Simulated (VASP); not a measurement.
Si8O16F (a cell with a defect), 25 atoms in the cell. The cell holds a defect, 25 atoms: a = 5.869 Å, b = 5.869 Å, c = 5.315 Å, α = 90.00°, β = 90.00°, γ = 90.00°. 

- Program: VASP 6.6.1
- Task: single point
- Functional: PBE
- Dispersion: D3(BJ)
- Potentials or basis: VASP PAW PBE potentials, release 64 (Si, O, F)
- Cutoff: 520 eV
- k mesh: 2 × 2 × 3
- Occupations: gaussian, width 0.02 eV
- Spin: no spin polarisation
- Dipole correction: no
- Charge: -1
- Further INCAR settings: LREAL = Auto; ALGO = Normal; EDIFF = 1e-07; NBANDS = 86; NELECT = 136.0

Potentials or basis: VASP PAW PBE potentials, release 64 (Si, O, F).

The run is started by

```sh
$ cat potpaw_PBE.64/Si/POTCAR potpaw_PBE.64/O/POTCAR potpaw_PBE.64/F/POTCAR > POTCAR
$ mpirun -np 1 vasp_std > vasp.out
```

Hardware: 1 thread of Oxide Virtual Turin-like Processor, with other jobs on the host.

Task: How long does it take, and how much memory?

Result: Wall time 6.1 min on 1 thread of Oxide Virtual Turin-like Processor, on a shared host, peak memory 0.29 GiB. Counts: scf iterations 16, k points 8.
